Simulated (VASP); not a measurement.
InP:

```
In P
1.0
     0.00000    2.82314    2.82314
     2.82314    0.00000    2.82314
     2.82314    2.82314    0.00000
In P
1 1
Direct
  0.00000 0.00000 0.00000
  0.50000 0.50000 0.50000
```

This cell differs from its parent crystal: volume scaled by 1.06.

Program: VASP 6.6.1. Alike in all runs: task single point; no spin polarisation; cell as given; k mesh 8 × 8 × 8; cutoff (eV) 520; smearing fermi-dirac 0.05 eV.

**Question.** Order these runs on this cell by their pressure, lowest first.
A. level PBE; potentials or basis VASP PAW PBE potentials, release 64 (In_d, P)
B. level PBEsol; potentials or basis VASP PAW PBE potentials, release 64 (In_d, P)
C. level LDA; potentials or basis VASP PAW LDA potentials, release 64 (In_d, P)

**Answer.** C (-8.2 GPa), B (-6.7 GPa), A (-3.7 GPa).

Caveats: the PAW data sets were made with another functional, which shifts forces and pressure a little (some runs).
